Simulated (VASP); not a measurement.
# BAs in VASP: a series of runs

Runs on BAs. Level: PBE. Tasks: single point.

Program: VASP 6.6.1. These are calculated values, not measurements. Logs are shortened: lines on timing, memory, paths and dates and some standing lists are left out, and cuts for length are marked.

## 1. The cell of the first run

The cell holds a wire or tube with vacuum around it, 16 atoms: a = 15.800 Å, b = 17.700 Å, c = 3.400 Å, α = 90.00°, β = 90.00°, γ = 90.00°.

## 2. Single point, PBE, collinear spin

Contents of INCAR:

```
ALGO     = Normal         # electronic algorithm
EDIFF    = 1E-6           # SCF threshold, eV
ENCUT    = 520            # plane-wave cutoff, eV
GGA      = PE             # functional
ISIF     = 2              # what is computed and relaxed
ISMEAR   = 0              # smearing method
ISPIN    = 2              # spin polarisation
LASPH    = True           # aspherical terms in the spheres
LCHARG   = False          # write CHGCAR
LORBIT   = 11             # projections on sites
LREAL    = Auto         
LWAVE    = False          # write WAVECAR
MAGMOM   = 0.3 0.3 0.3 0.3 0.3 0.3 0.3 0.3 0.3 0.3 0.3 0.3 0.3 0.3 0.3 0.3 # initial moments
NBANDS   = 50             # bands
NELM     = 150            # most SCF steps
PREC     = Accurate       # precision mode
SIGMA    = 0.05           # smearing width, eV
```

Contents of KPOINTS:

```
k-points
0
Gamma
  1 1 10
```

Contents of POSCAR:

```
BAs
1.0
   15.8000000000      0.0000000000      0.0000000000
    0.0000000000     17.7000000000      0.0000000000
    0.0000000000      0.0000000000      3.4003508876
B As
8 8
Direct
    0.5000000000      0.7377242683      0.0000000000
    0.5000000000      0.4660393902      0.0000000000
    0.3923939593      0.6018818293      0.5000000000
    0.3923939593      0.3301969512      0.5000000000
    0.6076060407      0.6018818293      0.5000000000
    0.6076060407      0.3301969512      0.5000000000
    0.2847879185      0.4660393902      0.0000000000
    0.7152120815      0.4660393902      0.0000000000
    0.5000000000      0.5339606098      0.5000000000
    0.5000000000      0.2622757317      0.5000000000
    0.6076060407      0.6698030488      0.0000000000
    0.6076060407      0.3981181707      0.0000000000
    0.3923939593      0.6698030488      0.0000000000
    0.3923939593      0.3981181707      0.0000000000
    0.2847879185      0.5339606098      0.5000000000
    0.7152120815      0.5339606098      0.5000000000
```

Potentials or basis: VASP PAW PBE potentials, release 64 (B, As).

The run is started by

```console
$ cat potpaw_PBE.64/B/POTCAR potpaw_PBE.64/As/POTCAR > POTCAR
$ mpirun -np 1 vasp_std > vasp.out
```

OUTCAR:

```text
EDIFF = 1E-6
   ENCUT = 520
   GGA = PE
   ISIF = 2
   ISMEAR = 0
   ISPIN = 2
   LASPH = True
   LORBIT = 11
   LREAL = Auto
   NELM = 150
   PREC = Accurate

 ion  position               nearest neighbor table
   1  0.500  0.738  0.000-  11 2.08  13 2.08
   2  0.500  0.466  0.000-  12 2.08  14 2.08   9 2.08   9 2.08
   3  0.392  0.602  0.500-   9 2.08  13 2.08  13 2.08  15 2.08
   4  0.392  0.330  0.500-  10 2.08  14 2.08  14 2.08
   5  0.608  0.602  0.500-   9 2.08  11 2.08  11 2.08  16 2.08
   6  0.608  0.330  0.500-  10 2.08  12 2.08  12 2.08
   7  0.285  0.466  0.000-  14 2.08  15 2.08  15 2.08
   8  0.715  0.466  0.000-  12 2.08  16 2.08  16 2.08
   9  0.500  0.534  0.500-   3 2.08   5 2.08   2 2.08   2 2.08
  10  0.500  0.262  0.500-   4 2.08   6 2.08
  11  0.608  0.670  0.000-   1 2.08   5 2.08   5 2.08
  12  0.608  0.398  0.000-   2 2.08   6 2.08   6 2.08   8 2.08
  13  0.392  0.670  0.000-   1 2.08   3 2.08   3 2.08
  14  0.392  0.398  0.000-   2 2.08   4 2.08   4 2.08   7 2.08
  15  0.285  0.534  0.500-   3 2.08   7 2.08   7 2.08
  16  0.715  0.534  0.500-   5 2.08   8 2.08   8 2.08

  LATTYP: Found a simple orthorhombic cell.
 ALAT       =     3.4003508876
 B/A-ratio  =     4.6465792862
 C/A-ratio  =     5.2053451497

  Lattice vectors:

 A1 = (   0.0000000000,   0.0000000000,   3.4003508876)
 A2 = (  15.8000000000,   0.0000000000,   0.0000000000)
 A3 = (   0.0000000000,  17.7000000000,   0.0000000000)

Analysis of symmetry for initial positions (statically):
=====================================================================
 Subroutine PRICEL returns:
 Original cell was already a primitive cell.

 Routine SETGRP: Setting up the symmetry group for a
 simple orthorhombic supercell.

 Subroutine GETGRP returns: Found  4 space group operations
 (whereof  4 operations were pure point group operations)
 out of a pool of  8 trial point group operations.

The static configuration has the point symmetry C_2v.

Analysis of symmetry for dynamics (positions and initial velocities):
=====================================================================
 Subroutine PRICEL returns:
 Original cell was already a primitive cell.

 Routine SETGRP: Setting up the symmetry group for a
 simple orthorhombic supercell.

 Subroutine GETGRP returns: Found  4 space group operations
 (whereof  4 operations were pure point group operations)
 out of a pool of  8 trial point group operations.

The dynamic configuration has the point symmetry C_2v.

Analysis of structural, dynamic, and magnetic symmetry:
=====================================================================
 Subroutine PRICEL returns:
 Original cell was already a primitive cell.

 Routine SETGRP: Setting up the symmetry group for a
 simple orthorhombic supercell.

 Subroutine GETGRP returns: Found  4 space group operations
 (whereof  4 operations were pure point group operations)
 out of a pool of  8 trial point group operations.

The overall configuration has the point symmetry C_2v.

 Subroutine INISYM returns: Found  4 space group operations
 (whereof  4 operations are pure point group operations),
 and found     1 'primitive' translations

----------------------------------------------------------------------------------------

                                     Primitive cell

  volume of cell :     950.9421

  direct lattice vectors                    reciprocal lattice vectors
    15.800000000  0.000000000  0.000000000     0.063291139  0.000000000  0.000000000
     0.000000000 17.700000000  0.000000000     0.000000000  0.056497175  0.000000000
     0.000000000  0.000000000  3.400350888     0.000000000  0.000000000  0.294087297

  length of vectors
    15.800000000 17.700000000  3.400350888     0.063291139  0.056497175  0.294087297

  position of ions in fractional coordinates (direct lattice)
     0.500000000  0.737724268  0.000000000
     0.500000000  0.466039390  0.000000000
     0.392393959  0.601881829  0.500000000
     0.392393959  0.330196951  0.500000000
     0.607606041  0.601881829  0.500000000
     0.607606041  0.330196951  0.500000000
[... 8 lines left out ...]
     0.284787919  0.533960610  0.500000000
     0.715212081  0.533960610  0.500000000

  ion indices of the primitive-cell ions
   primitive index   ion index
[... 56 lines left out ...]
   ions per type =               8   8
   NGX,Y,Z   is equivalent  to a cutoff of  12.63, 13.15, 13.69 a.u.
   NGXF,Y,Z  is equivalent  to a cutoff of  25.25, 26.30, 27.38 a.u.
 SYSTEM =  unknown system
   PREC   = accura    normal or accurate (medium, high low for compatibility)
   ISTART =      0    job   : 0-new  1-cont  2-samecut
   ICHARG =      2    charge: 1-file 2-atom 10-const
   ISPIN  =      2    spin polarized calculation?
   LNONCOLLINEAR =      F non collinear calculations
   LSORBIT =      F    spin-orbit coupling
   LASPH  =      T    aspherical Exc in radial PAW
   ENCUT  =  520.0 eV  38.22 Ry    6.18 a.u.  29.38 32.91  6.32*2*pi/ulx,y,z
   NELM   =    150;   NELMIN=  2; NELMDL= -5     # of ELM steps
   EDIFF  = 0.1E-05   stopping-criterion for ELM
   LREAL  =      T    real-space projection
   EDIFFG = 0.1E-04   stopping-criterion for IOM
   NSW    =      0    number of steps for IOM
   IBRION =     -1    ionic relax: 0-MD 1-quasi-New 2-CG
   NFREE  =      0    steps in history (QN), initial steepest desc. (CG)
   ISIF   =      2    stress and relaxation
   ISYM   =      2    0-nonsym 1-usesym 2-fastsym
   POTIM  = 0.5000    time-step for ionic-motion
   TEBEG  =    0.0;   TEEND  =   0.0 temperature during run
   PSTRESS=    0.0 pullay stress
   NELECT =      64.0000    total number of electrons
   NUPDOWN=      -1.0000    fix difference up-down
   EMIN   =  10.00;   EMAX   =-10.00  energy-range for DOS
   EFERMI =   0.00;   METHOD = LEGACY
   ISMEAR =     0;   SIGMA  =   0.05  broadening in eV -4-tet -1-fermi 0-gaus
   EFERMI_NEDOS =   21; number of points for ismear=-14 and -15
   IALGO  =     38    algorithm
   IMIX   =      4    mixing-type and parameters
     AMIX     =   0.40;   BMIX     =  1.00
     AMIX_MAG =   1.60;   BMIX_MAG =  1.00
  volume/ion in A,a.u.               =      59.43       401.08
  Fermi-wavevector in a.u.,A,eV,Ry     =   0.665912  1.258391  6.033350  0.443439
  Thomas-Fermi vector in A             =   1.740052
   LORBIT       =     11    0 simple, 1 ext, 2 COOP (PROOUT), +10 PAW based schemes
   GGA     = PE    functional components
   LHFCALC =     F    Hartree Fock is set to
   AEXX    =    0.0000 exact exchange contribution
   IVDW    =     0    specifies the selected vdW correction
   LEPSILON=     F    determine dielectric tensor
   LRPA    =     F    only Hartree local field effects (RPA)
 spin polarized calculation
 Gauss-broadening in eV      SIGMA  =   0.05
  energy-cutoff  :      520.00
  volume of cell :      950.94
 maximum number of plane-waves:     25633
 NGX is ok and might be reduce to   120

 number of electron      63.9999998 magnetization       2.0101269

 Free energy of the ion-electron system (eV)
  ---------------------------------------------------
  ext. energy  EPLUGINS =         0.00000000
  ---------------------------------------------------
  free energy    TOTEN  =       -78.07009535 eV

  energy without entropy =      -78.06593513  energy(sigma->0) =      -78.06801524

 E-fermi :  -2.6899     XC(G=0):  -3.4805

 val. band max:       -2.7417244342   @ k =   0.0000   0.0000   0.5000
 cond. band min:      -2.6505876160   @ k =   0.0000   0.0000   0.5000
 fundamental gap:      0.0911368182
 Fermi energy:        -2.6898527018

 spin component 1

 k-point     1 :       0.0000    0.0000    0.0000
  band No.  band energies     occupation
      1     -17.0358      1.00000
      2     -15.9790      1.00000
      3     -15.8424      1.00000
      4     -14.9997      1.00000
      5     -14.6848      1.00000
      6     -14.4174      1.00000
[... 271 lines left out ...]
     43       1.5372      0.00000
     44       1.8287      0.00000
 Fermi energy:        -2.6898527018

 spin component 2

 k-point     1 :       0.0000    0.0000    0.0000
  band No.  band energies     occupation
      1     -16.9610      1.00000
      2     -15.8667      1.00000
      3     -15.7712      1.00000
      4     -14.8718      1.00000
      5     -14.5894      1.00000
      6     -14.3244      1.00000
[... 271 lines left out ...]
     43       1.6324      0.00000
     44       1.9175      0.00000
 [bands above 44 left out]

------------------------ aborting loop because EDIFF is reached ----------------------------------------

  FORCE on cell =-STRESS in cart. coord.  units (eV):
  Direction    XX          YY          ZZ          XY          YZ          ZX
  --------------------------------------------------------------------------------------
  -------------------------------------------------------------------------------------
  Total       -4.4194861     -4.7318290     -6.2162088      0.0000000      0.0000000      0.0000000
  in kB       -7.4460897     -7.9723349    -10.4732649      0.0000000      0.0000000      0.0000000
  external PRESSURE =      -8.6305631 kB  Pullay stress =       0.0000000 kB

 VOLUME and BASIS-vectors are now :
 -----------------------------------------------------------------------------
  energy-cutoff  :      520.00
  volume of cell :      950.94
      direct lattice vectors                 reciprocal lattice vectors
    15.800000000  0.000000000  0.000000000     0.063291139  0.000000000  0.000000000
     0.000000000 17.700000000  0.000000000     0.000000000  0.056497175  0.000000000
     0.000000000  0.000000000  3.400350888     0.000000000  0.000000000  0.294087297

 POSITION                                       TOTAL-FORCE (eV/Angst)
 -----------------------------------------------------------------------------------
      7.90000     13.05772      0.00000         0.000000     -1.721260     -0.000000
      7.90000      8.24890      0.00000         0.000000      0.582884     -0.000000
      6.19982     10.65331      1.70018         0.338203      0.164277     -0.000000
      6.19982      5.84449      1.70018         2.095580      0.887948     -0.000000
      9.60018     10.65331      1.70018        -0.338203      0.164277     -0.000000
      9.60018      5.84449      1.70018        -2.095580      0.887948      0.000000
[... 8 lines left out ...]
      4.49965      9.45110      1.70018        -1.453789     -1.062772     -0.000000
     11.30035      9.45110      1.70018         1.453789     -1.062772     -0.000000
 -----------------------------------------------------------------------------------
    total drift:                                0.000000      0.030717      0.000000

  FREE ENERGIE OF THE ION-ELECTRON SYSTEM (eV)
  ---------------------------------------------------
  free  energy   TOTEN  =       -78.0700953517 eV

  energy  without entropy=      -78.0659351329  energy(sigma->0) =      -78.06801524

 total charge

# of ion       s       p       d       tot
------------------------------------------
    1        0.750   0.786   0.000   1.537
    2        0.688   1.120   0.000   1.808
    3        0.681   1.095   0.000   1.776
    4        0.707   0.971   0.000   1.677
    5        0.681   1.095   0.000   1.776
    6        0.707   0.971   0.000   1.677
[... 8 lines left out ...]
   15        1.213   1.553   0.059   2.825
   16        1.213   1.553   0.059   2.825
--------------------------------------------------
tot         15.329  20.285   0.551  36.165

 magnetization (x)

# of ion       s       p       d       tot
------------------------------------------
    1        0.006   0.036   0.000   0.043
    2        0.008   0.017   0.000   0.025
    3        0.004   0.011   0.000   0.015
    4        0.044   0.097   0.000   0.141
    5        0.004   0.011   0.000   0.015
    6        0.044   0.097   0.000   0.141
[... 8 lines left out ...]
   15        0.007   0.031   0.001   0.039
   16        0.007   0.031   0.001   0.039
--------------------------------------------------
tot          0.190   0.797   0.021   1.008
```

It took 27 min on 1 thread of AMD EPYC 9R45 (Zen 5), shared host; peak memory 1.4 GiB.

Results:

```yaml
Free_energy: -78.0701 eV
Largest_force: 2.370 eV/Å
Band_gap_on_the_k_mesh: zero (filled and empty bands overlap)
Net_moment: 2.01 μB per cell
Site_moments: B +0.04, +0.03, +0.01, +0.14, +0.06 (each value once); As +0.04, +0.01, +0.18 (each value once) μB
Valence_electrons_inside_the_program's_atomic_spheres: B 1.54, 1.81, 1.78, 1.68, 1.67 (each value once); As 2.88, 2.71, 2.81, 2.86, 2.83 (each value once)
```

Forces on the atoms (eV/Å):
```
B    0.000 -1.721  0.000
B    0.000  0.583  0.000
B    0.338  0.164  0.000
B    2.096  0.888  0.000
B   -0.338  0.164  0.000
B   -2.096  0.888  0.000
B    1.641  1.710  0.000
B   -1.641  1.710  0.000
As   0.000 -0.339  0.000
As   0.000 -0.388  0.000
As  -0.175  0.714  0.000
As   1.680 -1.481  0.000
As   0.175  0.714  0.000
As  -1.680 -1.481  0.000
As  -1.454 -1.063  0.000
As   1.454 -1.063  0.000
```

## 3. Single point, PBE, collinear spin

This run uses another cell than the first one: it holds 2 atoms, not 16.

Contents of INCAR:

```
PREC     = Accurate       # precision mode
ENCUT    = 420            # plane-wave cutoff, eV
EDIFF    = 1E-6           # SCF threshold, eV
ISMEAR   = 0              # smearing method
SIGMA    = 0.05           # smearing width, eV
LREAL    = False          # projectors in reciprocal space
LASPH    = True           # aspherical terms in the spheres
NELM     = 200            # most SCF steps
ALGO     = Normal         # electronic algorithm
ISIF     = 2              # what is computed and relaxed
LWAVE    = False          # write WAVECAR
LCHARG   = True           # write CHGCAR
ISPIN    = 2              # spin polarisation
MAGMOM   = 0.5 0.5        # initial moments
LORBIT   = 11             # projections on sites
GGA      = PE             # functional
LELF     = True           # ELF
LVHAR    = True         
NBANDS   = 20             # bands
GGA_COMPAT= False
```

Contents of KPOINTS:

```
regular mesh
0
Gamma
  1 1 32
```

Contents of POSCAR:

```
BAs
1.0
   10.7000000000      0.0000000000      0.0000000000
    0.0000000000      9.3000000000      0.0000000000
    0.0000000000      0.0000000000      2.4481408659
B As
1 1
Direct
    0.4195138837      0.5000000000      0.0000000000
    0.5804861163      0.5000000000      0.5000000000
```

Potentials or basis: VASP PAW PBE potentials, release 64 (B, As_d).

The run is started by

```console
$ cat potpaw_PBE.64/B/POTCAR potpaw_PBE.64/As_d/POTCAR > POTCAR
$ mpirun -np 1 vasp_std > vasp.out
```

Run time: 2.6 min. Hardware: 1 thread of AMD EPYC 7R43 (Zen 3), shared host; peak memory 0.33 GiB.

Results (log left out):

* Free energy: -7.4785 eV
* Largest force: 0.003 eV/Å
* Net moment: 0.12 μB per cell
* Site moments: B +0.06; As +0.02 μB
* Valence electrons inside the program's atomic spheres: B 1.51; As 13.61

Forces in eV/Å, atoms in the order of the input:
```
B    0.003  0.000  0.000
As  -0.003  0.000  0.000
```

Levels at points of the mesh, in eV from the Fermi level:
Spin up:
```
           k point  band 5  band 6  band 7  band 8  band 9  band 10  band 11  band 12  band 13  band 14
(0.00, 0.00, 0.00)  -35.87  -14.15   -6.82   -3.61   -1.85     1.14     3.78     4.39     4.98     5.47
(0.00, 0.00, 0.50)  -35.85   -8.60   -7.58   -2.43   -0.75     1.37     2.17     3.30     4.80     7.83
```
Spin down:
```
           k point  band 5  band 6  band 7  band 8  band 9  band 10  band 11  band 12  band 13  band 14
(0.00, 0.00, 0.00)  -35.87  -14.13   -6.74   -3.59   -1.67     1.23     3.79     4.41     4.99     5.48
(0.00, 0.00, 0.50)  -35.84   -8.57   -7.55   -2.37   -0.57     1.37     2.29     3.47     4.87     7.87
```

Caveat: a moment this small can come from the mesh or the smearing.

## 4. Single point, PBE, collinear spin

This run uses another cell than the first one: it holds 2 atoms, not 16.

INCAR is that of step 3.

Contents of KPOINTS:

```
Automatic mesh
0
Gamma
  1 1 19
```

Contents of POSCAR:

```
BAs
1.0
    9.8000000000      0.0000000000      0.0000000000
    0.0000000000      9.3000000000      0.0000000000
    0.0000000000      0.0000000000      3.3732954637
B As
1 1
Direct
    0.4569732721      0.5000000000      0.0000000000
    0.5430267279      0.5000000000      0.5000000000
```

The run is started by

```console
$ cat potpaw_PBE.64/B/POTCAR potpaw_PBE.64/As_d/POTCAR > POTCAR
$ mpirun -np 1 vasp_std > vasp.out
```

Wall time 4.3 min (1 thread of AMD EPYC 7R43 (Zen 3), shared host); peak memory 0.4 GiB.

It converged, with:

- Free energy: -8.6855 eV
- Largest force: 0.252 eV/Å
- Net moment: 0.20 μB per cell
- Site moments: B +0.09; As +0.01 μB
- Valence electrons inside the program's atomic spheres: B 1.72; As 13.76

Forces on the atoms (eV/Å):
```
B    0.252  0.000  0.000
As  -0.252  0.000  0.000
```

Levels at points of the mesh, in eV from the Fermi level:
Spin up:
```csv
k point,band 6,band 7,band 8,band 9,band 10,band 11,band 12,band 13
"(0.00, 0.00, 0.00)",-12.36,-3.55,-3.00,-2.59,1.82,3.35,4.18,4.48
```
Spin down:
| k point | band 5 | band 6 | band 7 | band 8 | band 9 | band 10 | band 11 | band 12 | band 13 | band 14 |
| --- | --- | --- | --- | --- | --- | --- | --- | --- | --- | --- |
| (0.00, 0.00, 0.00) | -35.17 | -12.31 | -3.33 | -2.94 | -2.50 | 2.06 | 3.46 | 4.30 | 4.58 | 5.50 |

Caveat: a moment this small can come from the mesh or the smearing.

## 5. The runs side by side

```tsv
potentials or basis	cell	k mesh	cutoff (eV)	gap on the mesh (eV)	moment (μB)	largest force (eV/Å)
VASP PAW PBE potentials, release 64 (B, As)	a = 15.800, b = 17.700, c = 3.400 Å, 16 atoms, atomic positions A	1 × 1 × 10	520	none	2.01	2.37
VASP PAW PBE potentials, release 64 (B, As_d)	a = 10.700, b = 9.300, c = 2.448 Å, 2 atoms, atomic positions B	1 × 1 × 32	420	none	0.12	-
VASP PAW PBE potentials, release 64 (B, As_d)	a = 9.800, b = 9.300, c = 3.373 Å, 2 atoms, atomic positions C	1 × 1 × 19	420	none	0.20	0.25
```

Alike in all rows: task single point; level PBE; spin collinear; smearing gaussian 0.05 eV.

Caveats: a moment this small can come from the mesh or the smearing (at least some runs).

Total energies depend on the potentials used, so only differences within one code and one set of settings carry meaning.

The gap in the log of VASP goes by the Fermi energy; the results here count the filled bands.